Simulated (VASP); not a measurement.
Input of a VASP 6.6.1 run:

Contents of INCAR:

```
ALGO = Normal
EDIFF = 1E-6
ENCUT = 520
GGA = PE
ISIF = 2
ISMEAR = 0
ISPIN = 2
LASPH = True
LCHARG = True
LDAU = True
LDAUJ = 0 0
LDAUL = 2 -1
LDAUPRINT = 1
LDAUTYPE = 2
LDAUU = 3.3 0
LELF = True
LMAXMIX = 4
LORBIT = 11
LREAL = False
LVHAR = True
LWAVE = False
MAGMOM = 3 0
NBANDS = 18
NELM = 150
PREC = Accurate
SIGMA = 0.05
```

Contents of KPOINTS:

```
k-points
0
Gamma
  10 10 10
```

POSCAR

```
CoO
1.0
    0.0000000000      2.1315016559      2.1315016559
    2.1315016559      0.0000000000      2.1315016559
    2.1315016559      2.1315016559      0.0000000000
Co O
1 1
Direct
    0.0000000000      0.0000000000      0.0000000000
    0.5000000000      0.5000000000      0.5000000000
```

Potentials or basis: VASP PAW PBE potentials, release 64 (Co, O).

Launch:

```sh
$ cat potpaw_PBE.64/Co/POTCAR potpaw_PBE.64/O/POTCAR > POTCAR
$ mpirun -np 1 vasp_std > vasp.out
```

(1) Estimate the net moment.

(2) Estimate the pressure.

(3) Predict the band gap on the k mesh.

(4) What does it give for the site moments?

## Answers

(1) 3.00 μB per cell.

(2) -2.4 GPa.

(3) zero (filled and empty bands overlap).

(4) Co +2.73; O +0.26 μB.

Caveat: a cell with one magnetic atom can't hold antiferromagnetic order, which such compounds often take.
